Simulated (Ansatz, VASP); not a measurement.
# MgO in VASP and in Ansatz

INCAR

```
PREC = Accurate ; ENCUT = 600
EDIFF = 1E-6 ; ISMEAR = 0
SIGMA = 0.01 ; LREAL = False
LASPH = True ; NELM = 120
ALGO = Normal ; ISIF = 2
LWAVE = False ; LCHARG = True
GGA = PS ; LELF = True
LVHAR = True ; NBANDS = 11
GGA_COMPAT = False
```

The input KPOINTS:

```
regular mesh
0
Gamma
  10 10 10
```

The input POSCAR:

```
MgO
1.0
    0.0000000000      1.8234333167      1.8234333167
    1.8234333167      0.0000000000      1.8234333167
    1.8234333167      1.8234333167      0.0000000000
Mg O
1 1
Direct
    0.0000000000      0.0000000000      0.0000000000
    0.5000000000      0.5000000000      0.5000000000
```

Input for Ansatz:

```yaml
crystal:
  lattice:
    - [0.0, 1.8234333167, 1.8234333167]
    - [1.8234333167, 0.0, 1.8234333167]
    - [1.8234333167, 1.8234333167, 0.0]
  atoms:
    - { symbol: Mg, position: [0.0, 0.0, 0.0] }
    - { symbol: O, position: [0.5, 0.5, 0.5] }
scf:
  occupations: { method: fixed }
output:
  forces: true
  stress: true
  eigenvalues: true
hamiltonian:
  xc: pbesol
basis:
  ecutwfc: 700
kpoints:
  mp_grid: { grid: [10, 10, 10] }
```

Alike in both runs: task single point; functional PBEsol; k mesh 10 × 10 × 10; no spin polarisation.

|  | VASP | Ansatz |
| --- | --- | --- |
| version | VASP 6.6.1 | Ansatz 0.2.0 |
| potentials or method | VASP PAW PBE potentials, release 64 (Mg, O), cutoff 600 eV | scalar-relativistic, plane waves, PAW |
| occupations | gaussian, width 0.01 eV | fixed |
| valence electrons in the cell | 8 | 16 |

Ansatz gave:

```
gap on the k mesh at the Fermi level (eV) : 8.99
least direct gap on the mesh (eV)         : 10.06
```

Q: Which values does VASP return?

A: gap on the k mesh at the Fermi level (eV): 8.93; least direct gap on the mesh (eV): 10.11.

VASP's potentials were made for PBE, not for PBEsol. VASP's potentials hold 8 valence electrons a cell and Ansatz's 16, so a difference there can come from the potentials and not from the codes.
